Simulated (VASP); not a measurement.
Input of a VASP 6.6.1 run:

Contents of INCAR:

```
SYSTEM = W18S35
  PREC = Accurate
  ENCUT = 400
  EDIFF = 1E-6
  ISMEAR = -1
  SIGMA = 0.01
  LREAL = Auto
  LASPH = .True.
  NELM = 120
  ALGO = Normal
  ISIF = 2
  LWAVE = .False.
  LCHARG = .False.
  GGA = PE
  NBANDS = 263
  GGA_COMPAT = .False.
```

File KPOINTS:

```
Automatic mesh
0
Gamma
  1 1 1
  0.25 0.25 0.25
```

The input POSCAR:

```
W18S35
1.0
    9.3812494600     -0.0000000900      0.0000000000
   -4.6906246600      8.1244004000      0.0000000000
    0.0000000000      0.0000000000     12.1647637100
W S
18 35
Direct
    0.1115807784      0.2210545913      0.2501203536
    0.2272667474      0.1206406593      0.7502792670
    0.1113478845      0.5541983147      0.2502268086
    0.1738100691      0.4207762847      0.7501816079
    0.1115537190      0.8876114735      0.2502060930
    0.2238283690      0.7755248031      0.7502948859
    0.4449504078      0.2210500408      0.2502795017
    0.5427022462      0.1075000007      0.7502172847
    0.4448116140      0.5543732237      0.2501866927
    0.5726435791      0.4266538921      0.7503728981
    0.4449881250      0.8878379554      0.2501606338
    0.5787297525      0.8258847080      0.7507019633
    0.7780834898      0.2211026022      0.2501997632
    0.8973383639      0.1021761656      0.7503073810
    0.7781272144      0.5542320477      0.2501163255
    0.8919802567      0.4566360467      0.7502744170
    0.7781207960      0.8875995415      0.2502680753
    0.8787035083      0.7720598161      0.7503201227
    0.1117040553      0.2196335634      0.6133693328
    0.2223584025      0.1103165743      0.1196030630
    0.1118252599      0.2198365322      0.8871888725
    0.2221091224      0.1102663552      0.3807373584
    0.1092730823      0.5576319220      0.6141516743
    0.2223498574      0.4439642118      0.1194368452
    0.1091475673      0.5574139366      0.8862781273
    0.2224157850      0.4439148543      0.3809145094
    0.1097778850      0.8894946893      0.6249834507
    0.2221093445      0.7770594394      0.1196179420
    0.1096959432      0.8894322847      0.8755814132
    0.2221233910      0.7770606702      0.3807838862
    0.4443546488      0.2232659582      0.6139793734
    0.5558136631      0.1105949985      0.1195015402
    0.4442564128      0.2230223710      0.8864196837
    0.5557580980      0.1105834284      0.3809136051
    0.5552971499      0.4438903639      0.1195418205
    0.4396529309      0.5601004155      0.7503344263
    0.5552902653      0.4438989799      0.3808442244
    0.4419232684      0.8902007144      0.6143652420
    0.5552798086      0.7767789300      0.1194588760
    0.4416687680      0.8902579493      0.8865249878
    0.5552147821      0.7768258258      0.3809502684
    0.7782878550      0.2213710528      0.6270998091
    0.8885617344      0.1106262660      0.1196500018
    0.7781725424      0.2212361506      0.8734034013
    0.8885622759      0.1106160499      0.3807417974
    0.7762973875      0.5550562316      0.6141734585
    0.8885817342      0.4434142709      0.1194821399
    0.7761583233      0.5549399153      0.8866119603
    0.8885899025      0.4433738987      0.3808915743
    0.7796119230      0.8876602229      0.6135092451
    0.8889131917      0.7770605545      0.1196680046
    0.7800800414      0.8878257736      0.8873411977
    0.8888371341      0.7768122900      0.3807990940
```

Potentials or basis: VASP PAW PBE potentials, release 64 (W_sv, S).

Run with:

```bash
$ cat potpaw_PBE.64/W_sv/POTCAR potpaw_PBE.64/S/POTCAR > POTCAR
$ mpirun -np 1 vasp_std > vasp.out
```

(1) Predict the largest force.

(2) Estimate the pressure.

Results:

(1) 0.343 eV/Å.

(2) 7.7 GPa.
